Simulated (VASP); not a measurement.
# Ti3O (P6_3/mcm) in VASP: notebook, part 2 of 2

VASP 6.6.1. Earlier steps stand in the parts before.

## Step 4: Single point, PBEsol (strain +0.0375 x Voigt [1, 1, 0, 0, 0, 0])

INCAR

```
PREC = Accurate ; ENCUT = 520
EDIFF = 1E-6 ; ISMEAR = 0
SIGMA = 0.15 ; LREAL = False
LASPH = True ; NELM = 100
ALGO = Normal ; ISIF = 2
LWAVE = False ; LCHARG = False
GGA = PS ; NBANDS = 52
```

KPOINTS

```
regular mesh
0
Gamma
  12 12 8
```

POSCAR

```
Ti3O
1.0
    5.2554505840      0.0000000000      0.0000000000
   -2.6277252920      4.5513537141      0.0000000000
    0.0000000000      0.0000000000      4.8458180485
Ti O
6 2
Direct
    0.0000000000      0.6708131061      0.7500000000
    0.0000000000      0.3291868939      0.2500000000
    0.6708131061      0.0000000000      0.7500000000
    0.6708131061      0.6708131061      0.2500000000
    0.3291868939      0.3291868939      0.7500000000
    0.3291868939      0.0000000000      0.2500000000
    0.0000000000      0.0000000000      0.5000000000
    0.0000000000      0.0000000000      0.0000000000
```

Potentials or basis: VASP PAW PBE potentials, release 64 (Ti_sv, O).

Launch:

```sh
$ cat potpaw_PBE.64/Ti_sv/POTCAR potpaw_PBE.64/O/POTCAR > POTCAR
$ mpirun -np 1 vasp_std > vasp.out
```

OUTCAR:

```text
PREC = Accurate
   ENCUT = 520
   EDIFF = 1E-6
   ISMEAR = 0
   LREAL = False
   LASPH = True
   NELM = 100
   ISIF = 2
   GGA = PS

 ion  position               nearest neighbor table
   1  0.000  0.671  0.750-   7 2.11   8 2.11
   2  0.000  0.329  0.250-   7 2.11   8 2.11
   3  0.671  0.000  0.750-   7 2.11   8 2.11
   4  0.671  0.671  0.250-   7 2.11   8 2.11
   5  0.329  0.329  0.750-   7 2.11   8 2.11
   6  0.329  0.000  0.250-   7 2.11   8 2.11
   7  0.000  0.000  0.500-   3 2.11   6 2.11   1 2.11   4 2.11   5 2.11   2 2.11
   8  0.000  0.000  0.000-   3 2.11   6 2.11   1 2.11   4 2.11   5 2.11   2 2.11

  LATTYP: Found a hexagonal cell.
 ALAT       =     5.2554505840
 C/A-ratio  =     0.9220556774

  Lattice vectors:

 A1 = (   5.2554505840,   0.0000000000,   0.0000000000)
 A2 = (  -2.6277252920,   4.5513537141,   0.0000000000)
 A3 = (   0.0000000000,   0.0000000000,   4.8458180485)

Analysis of symmetry for initial positions (statically):
=====================================================================
 Subroutine PRICEL returns:
 Original cell was already a primitive cell.

 Routine SETGRP: Setting up the symmetry group for a
 hexagonal supercell.

 Subroutine GETGRP returns: Found 24 space group operations
 (whereof 12 operations were pure point group operations)
 out of a pool of 24 trial point group operations.

The static configuration has the point symmetry D_3d.
 The point group associated with its full space group is D_6h.

Analysis of symmetry for dynamics (positions and initial velocities):
=====================================================================
 Subroutine PRICEL returns:
 Original cell was already a primitive cell.

 Routine SETGRP: Setting up the symmetry group for a
 hexagonal supercell.
[... 134 lines left out ...]
   EFERMI_NEDOS =   21; number of points for ismear=-14 and -15
   IALGO  =     38    algorithm
   IMIX   =      4    mixing-type and parameters
     AMIX     =   0.40;   BMIX     =  1.00
     AMIX_MAG =   1.60;   BMIX_MAG =  1.00
  volume/ion in A,a.u.               =      14.49        97.77
  Fermi-wavevector in a.u.,A,eV,Ry     =   1.470490  2.778823 29.420429  2.162341
  Thomas-Fermi vector in A             =   2.585740
   LORBIT       =      0    0 simple, 1 ext, 2 COOP (PROOUT), +10 PAW based schemes
   GGA     = PS    functional components
   LHFCALC =     F    Hartree Fock is set to
   AEXX    =    0.0000 exact exchange contribution
   IVDW    =     0    specifies the selected vdW correction
   LEPSILON=     F    determine dielectric tensor
   LRPA    =     F    only Hartree local field effects (RPA)
 non-spin polarized calculation
 Gauss-broadening in eV      SIGMA  =   0.15
  energy-cutoff  :      520.00
  volume of cell :      115.91
 maximum number of plane-waves:      3163
 NGX is ok and might be reduce to    40
   NGX = 19   NGY = 19   NGZ = 19

 number of electron      83.9999988 magnetization

 Free energy of the ion-electron system (eV)
  ---------------------------------------------------
  ext. energy  EPLUGINS =         0.00000000
  ---------------------------------------------------
  free energy    TOTEN  =       -71.15847595 eV

  energy without entropy =      -71.09644030  energy(sigma->0) =      -71.12745813

 E-fermi :   8.4102     XC(G=0): -11.8094

 val. band max:        8.4096272245   @ k =   0.1667  -0.0000   0.0000
 cond. band min:       8.4163455603   @ k =   0.3333   0.3333   0.0000
 fundamental gap:      0.0067183358
 Fermi energy:         8.4101680895

 k-point     1 :       0.0000    0.0000    0.0000
  band No.  band energies     occupation
      1     -48.6465      2.00000
      2     -48.5523      2.00000
      3     -48.5441      2.00000
      4     -48.5441      2.00000
      5     -48.5367      2.00000
      6     -48.5367      2.00000
[... 1309 lines left out ...]
     51      10.0419      0.00000
     52      10.1690      0.00000

 [... further k-points ...]
[... 5 lines left out ...]
  --------------------------------------------------------------------------------------
  -------------------------------------------------------------------------------------
  Total       -8.7580472     -8.7580472     -4.8934793      0.0000000      0.0000000      0.0000000
  in kB     -121.0598733   -121.0598733    -67.6411047      0.0000000      0.0000000      0.0000000
  external PRESSURE =    -103.2536171 kB  Pullay stress =       0.0000000 kB

 VOLUME and BASIS-vectors are now :
 -----------------------------------------------------------------------------
  energy-cutoff  :      520.00
  volume of cell :      115.91
      direct lattice vectors                 reciprocal lattice vectors
     5.255450584  0.000000000  0.000000000     0.190278642  0.109857425  0.000000000
    -2.627725292  4.551353714  0.000000000     0.000000000  0.219714850  0.000000000
     0.000000000  0.000000000  4.845818048     0.000000000  0.000000000  0.206363506

 POSITION                                       TOTAL-FORCE (eV/Angst)
 -----------------------------------------------------------------------------------
     -1.76271      3.05311      3.63436        -0.273569      0.473835     -0.000000
     -0.86501      1.49825      1.21145         0.273569     -0.473835      0.000000
      3.52543      0.00000      3.63436         0.547137     -0.000000     -0.000000
      1.76271      3.05311      1.21145         0.273569      0.473835      0.000000
      0.86501      1.49825      3.63436        -0.273569     -0.473835     -0.000000
      1.73003      0.00000      1.21145        -0.547137     -0.000000      0.000000
      0.00000      0.00000      2.42291        -0.000000     -0.000000      0.000000
      0.00000      0.00000      0.00000        -0.000000     -0.000000      0.000000
 -----------------------------------------------------------------------------------
    total drift:                               -0.000000      0.000000     -0.000000

  FREE ENERGIE OF THE ION-ELECTRON SYSTEM (eV)
  ---------------------------------------------------
  free  energy   TOTEN  =       -71.1584759547 eV

  energy  without entropy=      -71.0964403000  energy(sigma->0) =      -71.12745813
```

stdout:

```text
POSCAR found type information on POSCAR TiO
 POSCAR found :  2 types and       8 ions
 scaLAPACK will be used
 -----------------------------------------------------------------------------
|                                                                             |
|                                                                             |
|     You enforced a specific xc type in the INCAR file but a different       |
|     I HOPE YOU KNOW WHAT YOU ARE DOING!                                     |
|                                                                             |
 -----------------------------------------------------------------------------

 LDA part: xc-table for (Slater+PW92), standard interpolation
 POSCAR, INCAR and KPOINTS ok, starting setup
 FFT: planning ... GRIDC
 FFT: planning ... GRID_SOFT
 FFT: planning ... GRID
 WAVECAR not read
 entering main loop
```

Wall time 4.9 min (1 thread of Intel Xeon 6975P-C (Granite Rapids), shared host); peak memory 0.5 GiB.

Results:

- Free energy: -71.1585 eV
- Pressure: -10.3 GPa
- Largest force: 0.547 eV/Å
- Band gap on the k mesh: zero (band 42 reaches 8.70 eV, above the bottom of band 43 at 8.06 eV)

Forces on the atoms (eV/Å):
```
Ti  -0.274  0.474  0.000
Ti   0.274 -0.474  0.000
Ti   0.547  0.000  0.000
Ti   0.274  0.474  0.000
Ti  -0.274 -0.474  0.000
Ti  -0.547  0.000  0.000
O    0.000  0.000  0.000
O    0.000  0.000  0.000
```

Caveat: the cell differs from its parent crystal (strain +0.0375 x Voigt [1, 1, 0, 0, 0, 0]); the PAW data sets were made with another functional, which shifts forces and pressure a little.

## Step 5: The runs side by side

```csv
cell,gap on the mesh (eV),pressure (GPa),largest force (eV/Å)
"a = 4.686, b = 4.686, c = 4.846 Å, angles 90.0, 90.0, 120.0°, 8 atoms",none,36.5,1.71
"a = 4.876, b = 4.876, c = 4.846 Å, angles 90.0, 90.0, 120.0°, 8 atoms",none,15.4,0.81
"a = 5.255, b = 5.255, c = 4.846 Å, angles 90.0, 90.0, 120.0°, 8 atoms",none,-10.3,0.55
```

Alike in all rows: task single point; level PBEsol; potentials or basis VASP PAW PBE potentials, release 64 (Ti_sv, O); no spin polarisation; k mesh 12 × 12 × 8; cutoff (eV) 520; smearing gaussian 0.15 eV.

Caveats: the PAW data sets were made with another functional, which shifts forces and pressure a little.

Absolute energies hang on the potentials; compare differences alone.
